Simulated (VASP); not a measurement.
# SiC (P6_3mc) in VASP: a series of runs

The runs below take SiC through single point, with PBE.

All numbers are computed with VASP 6.6.1; they aren't measurements. Logs are shortened: lines on timing, memory, paths and dates and some standing lists are left out, and cuts for length are marked.

### 1 The cell of the first run

Symmetry: P6_3mc, No. 186, hexagonal system. Conventional cell: a = 3.016 Å, b = 3.016 Å, c = 10.115 Å, α = 90.00°, β = 90.00°, γ = 120.00°. Si (site symmetry 3m) has 4 C at 1.86 to 1.88 Å within 2.5 Å. Si (site symmetry 3m) has 4 C at 1.86 to 1.89 Å within 2.5 Å. C (site symmetry 3m) has 4 Si at 1.86 to 1.88 Å within 2.5 Å. Within 2.5 Å of C (site symmetry 3m) lie 4 Si at 1.86 to 1.89 Å.

### 2 Single point, PBE (epitaxial xy strain -2.0%)

Contents of INCAR:

```
PREC = Accurate
ENCUT = 520
EDIFF = 1E-7
ISMEAR = -1
SIGMA = 0.02
LREAL = F
LASPH = T
NELM = 100
ALGO = Normal
ISIF = 2
LWAVE = F
LCHARG = F
GGA = PE
NBANDS = 26
```

Contents of KPOINTS:

```
Automatic mesh
0
Gamma
  12 12 4
```

Contents of POSCAR:

```
SiC
1.0
    3.0160039324      0.0000000000      0.0000000000
   -1.5080019662      2.6119360233      0.0000000000
    0.0000000000      0.0000000000     10.1147403814
Si C
4 4
Direct
    0.0000000000      0.0000000000      0.0004988879
    0.3333333333      0.6666666667      0.2505128233
    0.0000000000      0.0000000000      0.5004988879
    0.6666666667      0.3333333333      0.7505128233
    0.0000000000      0.0000000000      0.1867146946
    0.3333333333      0.6666666667      0.4372735942
    0.0000000000      0.0000000000      0.6867146946
    0.6666666667      0.3333333333      0.9372735942
```

Potentials or basis: VASP PAW PBE potentials, release 64 (Si, C).

Started as:

```
> cat potpaw_PBE.64/Si/POTCAR potpaw_PBE.64/C/POTCAR > POTCAR
> mpirun -np 1 vasp_std > vasp.out
```

OUTCAR:

```text
PREC = Accurate
   ENCUT = 520
   EDIFF = 1E-7
   ISMEAR = -1
   LREAL = F
   LASPH = T
   NELM = 100
   ISIF = 2
   GGA = PE

 ion  position               nearest neighbor table
   1  0.000  0.000  0.000-   8 1.86   8 1.86   8 1.86   5 1.88   4 3.07   4 3.07   4 3.07   2 3.07
                             2 3.07   2 3.07
   2  0.333  0.667  0.251-   5 1.86   5 1.86   5 1.86   6 1.89   3 3.07   3 3.07   3 3.07   1 3.07
                             1 3.07   1 3.07
   3  0.000  0.000  0.500-   6 1.86   6 1.86   6 1.86   7 1.88   2 3.07   2 3.07   2 3.07   4 3.07
                             4 3.07   4 3.07
   4  0.667  0.333  0.751-   7 1.86   7 1.86   7 1.86   8 1.89   1 3.07   1 3.07   1 3.07   3 3.07
                             3 3.07   3 3.07
   5  0.000  0.000  0.187-   2 1.86   2 1.86   2 1.86   1 1.88
   6  0.333  0.667  0.437-   3 1.86   3 1.86   3 1.86   2 1.89
   7  0.000  0.000  0.687-   4 1.86   4 1.86   4 1.86   3 1.88
   8  0.667  0.333  0.937-   1 1.86   1 1.86   1 1.86   4 1.89

  LATTYP: Found a hexagonal cell.
 ALAT       =     3.0160039324
 C/A-ratio  =     3.3536893877

  Lattice vectors:

 A1 = (   3.0160039324,   0.0000000000,   0.0000000000)
 A2 = (  -1.5080019662,   2.6119360233,   0.0000000000)
 A3 = (   0.0000000000,   0.0000000000,  10.1147403814)

Analysis of symmetry for initial positions (statically):
=====================================================================
 Subroutine PRICEL returns:
 Original cell was already a primitive cell.

 Routine SETGRP: Setting up the symmetry group for a
 hexagonal supercell.

 Subroutine GETGRP returns: Found 12 space group operations
 (whereof  6 operations were pure point group operations)
 out of a pool of 24 trial point group operations.

The static configuration has the point symmetry C_3v.
 The point group associated with its full space group is C_6v.

Analysis of symmetry for dynamics (positions and initial velocities):
=====================================================================
 Subroutine PRICEL returns:
 Original cell was already a primitive cell.

 Routine SETGRP: Setting up the symmetry group for a
 hexagonal supercell.

 Subroutine GETGRP returns: Found 12 space group operations
 (whereof  6 operations were pure point group operations)
 out of a pool of 24 trial point group operations.

The dynamic configuration has the point symmetry C_3v.
 The point group associated with its full space group is C_6v.

 Subroutine INISYM returns: Found 12 space group operations
[... 115 lines left out ...]
   ISIF   =      2    stress and relaxation
   ISYM   =      2    0-nonsym 1-usesym 2-fastsym
   POTIM  = 0.5000    time-step for ionic-motion
   TEBEG  =    0.0;   TEEND  =   0.0 temperature during run
   PSTRESS=    0.0 pullay stress
   NELECT =      32.0000    total number of electrons
   NUPDOWN=      -1.0000    fix difference up-down
   EMIN   =  10.00;   EMAX   =-10.00  energy-range for DOS
   EFERMI =   0.00;   METHOD = LEGACY
   ISMEAR =    -1;   SIGMA  =   0.02  broadening in eV -4-tet -1-fermi 0-gaus
   EFERMI_NEDOS =   21; number of points for ismear=-14 and -15
   IALGO  =     38    algorithm
   IMIX   =      4    mixing-type and parameters
     AMIX     =   0.40;   BMIX     =  1.00
     AMIX_MAG =   1.60;   BMIX_MAG =  1.00
  volume/ion in A,a.u.               =       9.96        67.21
  Fermi-wavevector in a.u.,A,eV,Ry     =   1.207837  2.282482 19.849144  1.458871
  Thomas-Fermi vector in A             =   2.343463
   LORBIT       =      0    0 simple, 1 ext, 2 COOP (PROOUT), +10 PAW based schemes
   GGA     = PE    functional components
   LHFCALC =     F    Hartree Fock is set to
   AEXX    =    0.0000 exact exchange contribution
   IVDW    =     0    specifies the selected vdW correction
   LEPSILON=     F    determine dielectric tensor
   LRPA    =     F    only Hartree local field effects (RPA)
 non-spin polarized calculation
  energy-cutoff  :      520.00
  volume of cell :       79.68
 maximum number of plane-waves:      2174
 NGX is ok and might be reduce to    24
   NGX = 11   NGY = 11   NGZ = 37

 number of electron      31.9999997 magnetization

 Free energy of the ion-electron system (eV)
  ---------------------------------------------------
  ext. energy  EPLUGINS =         0.00000000
  ---------------------------------------------------
  free energy    TOTEN  =       -60.03740730 eV

  energy without entropy =      -60.03740730  energy(sigma->0) =      -60.03740730

 E-fermi :   9.1469     XC(G=0): -11.5217

 val. band max:        8.6901906153   @ k =   0.0000   0.0000   0.0000
 cond. band min:      10.7506462025   @ k =   0.5000  -0.0000   0.0000
 fundamental gap:      2.0604555872
 Fermi energy:         9.1468940334

 k-point     1 :       0.0000    0.0000    0.0000
  band No.  band energies     occupation
      1      -7.1755      2.00000
      2      -6.0050      2.00000
      3      -5.9729      2.00000
      4      -3.6441      2.00000
      5      -0.2998      2.00000
      6       3.9363      2.00000
[... 685 lines left out ...]
     25      17.4162      0.00000
     26      18.1367      0.00000

 [... further k-points ...]

------------------------ aborting loop because EDIFF is reached ----------------------------------------

  FORCE on cell =-STRESS in cart. coord.  units (eV):
  Direction    XX          YY          ZZ          XY          YZ          ZX
  --------------------------------------------------------------------------------------
  -------------------------------------------------------------------------------------
  Total        8.3717372      8.3717372      1.8299373      0.0000000      0.0000000      0.0000000
  in kB      168.3359946    168.3359946     36.7957455      0.0000000      0.0000000      0.0000000
  external PRESSURE =     124.4892449 kB  Pullay stress =       0.0000000 kB

 VOLUME and BASIS-vectors are now :
 -----------------------------------------------------------------------------
  energy-cutoff  :      520.00
  volume of cell :       79.68
      direct lattice vectors                 reciprocal lattice vectors
     3.016003932  0.000000000  0.000000000     0.331564554  0.191428885  0.000000000
    -1.508001966  2.611936023  0.000000000     0.000000000  0.382857770  0.000000000
     0.000000000  0.000000000 10.114740381     0.000000000  0.000000000  0.098865612

 POSITION                                       TOTAL-FORCE (eV/Angst)
 -----------------------------------------------------------------------------------
      0.00000      0.00000      0.00505         0.000000      0.000000      0.029149
     -0.00000      1.74129      2.53387        -0.000000      0.000000      0.029125
      0.00000      0.00000      5.06242        -0.000000      0.000000      0.029149
      1.50800      0.87065      7.59124        -0.000000      0.000000      0.029125
      0.00000      0.00000      1.88857         0.000000      0.000000     -0.025502
     -0.00000      1.74129      4.42291         0.000000      0.000000     -0.032772
      0.00000      0.00000      6.94594        -0.000000      0.000000     -0.025502
      1.50800      0.87065      9.48028        -0.000000     -0.000000     -0.032772
 -----------------------------------------------------------------------------------
    total drift:                                0.000000      0.000000     -0.000396

  FREE ENERGIE OF THE ION-ELECTRON SYSTEM (eV)
  ---------------------------------------------------
  free  energy   TOTEN  =       -60.0374073048 eV

  energy  without entropy=      -60.0374073048  energy(sigma->0) =      -60.03740730
```

OSZICAR:

```text
N       E                     dE             d eps       ncg     rms          rms(c)
DAV:   1     0.757149738542E+02    0.75715E+02   -0.14598E+04  2964   0.110E+03
DAV:   2    -0.609621355233E+02   -0.13668E+03   -0.12719E+03  3938   0.197E+02
DAV:   3    -0.678184445097E+02   -0.68563E+01   -0.68131E+01  4030   0.411E+01
DAV:   4    -0.678982090870E+02   -0.79765E-01   -0.79673E-01  3800   0.522E+00
DAV:   5    -0.678995470470E+02   -0.13380E-02   -0.13372E-02  3966   0.630E-01    0.184E+01
DAV:   6    -0.602835966538E+02    0.76160E+01   -0.19793E+01  3756   0.197E+01    0.840E+00
DAV:   7    -0.600726027643E+02    0.21099E+00   -0.23460E+00  4054   0.688E+00    0.352E+00
DAV:   8    -0.600400744222E+02    0.32528E-01   -0.12801E-01  3640   0.169E+00    0.105E+00
DAV:   9    -0.600368806737E+02    0.31937E-02   -0.18125E-02  3764   0.728E-01    0.161E-01
DAV:  10    -0.600373297170E+02   -0.44904E-03   -0.13955E-03  3804   0.188E-01    0.768E-02
DAV:  11    -0.600374058347E+02   -0.76118E-04   -0.15635E-04  3646   0.795E-02    0.175E-02
DAV:  12    -0.600374062582E+02   -0.42353E-06   -0.79176E-06  3876   0.146E-02    0.604E-03
DAV:  13    -0.600374072359E+02   -0.97768E-06   -0.10928E-06  3756   0.543E-03    0.314E-03
DAV:  14    -0.600374073048E+02   -0.68828E-07   -0.53410E-08  2282   0.140E-03
   1 F= -.60037407E+02 E0= -.60037407E+02  d E =-.557880E-12
```

stdout:

```text
POSCAR found type information on POSCAR SiC
 POSCAR found :  2 types and       8 ions
 scaLAPACK will be used
 LDA part: xc-table for (Slater+PW92), standard interpolation
 POSCAR, INCAR and KPOINTS ok, starting setup
 FFT: planning ... GRIDC
 FFT: planning ... GRID_SOFT
 FFT: planning ... GRID
 WAVECAR not read
 entering main loop
```

Run time: 52 s. Hardware: 1 thread of Intel Xeon 6975P-C (Granite Rapids), shared host; peak memory 0.24 GiB.

What came out:

```yaml
Free_energy: -60.0374 eV
Pressure: 12.4 GPa
Largest_force: 0.033 eV/Å
Band_gap_on_the_k_mesh: 2.06 eV, indirect (least direct gap 3.26 eV)
```

Forces on the atoms (eV/Å):
```
Si   0.000  0.000  0.029
Si   0.000  0.000  0.029
Si   0.000  0.000  0.029
Si   0.000  0.000  0.029
C    0.000  0.000 -0.026
C    0.000  0.000 -0.033
C    0.000  0.000 -0.026
C    0.000  0.000 -0.033
```

Stress tensor (GPa, compression positive):
```
16.83  0.00  0.00
 0.00 16.83  0.00
 0.00  0.00  3.68
```

Levels at points of the mesh, in eV from the valence-band top:
| k point | band 14 | band 15 | band 16 | band 17 | band 18 | band 19 |
| --- | --- | --- | --- | --- | --- | --- |
| (0.00, 0.00, 0.00) | -0.31 | 0.00 | 0.00 | 5.70 | 6.23 | 6.24 |
| (0.50, 0.00, 0.00) | -2.39 | -1.80 | -1.20 | 2.06 | 2.40 | 4.36 |
| (0.00, 0.00, 0.50) | -0.19 | -0.19 | -0.19 | 5.91 | 5.91 | 7.21 |
| (0.50, 0.00, 0.50) | -2.71 | -1.61 | -1.61 | 2.62 | 2.62 | 4.19 |

Caveat: the cell differs from its parent crystal (epitaxial xy strain -2.0%).

(Continued in part 2 of 2.)
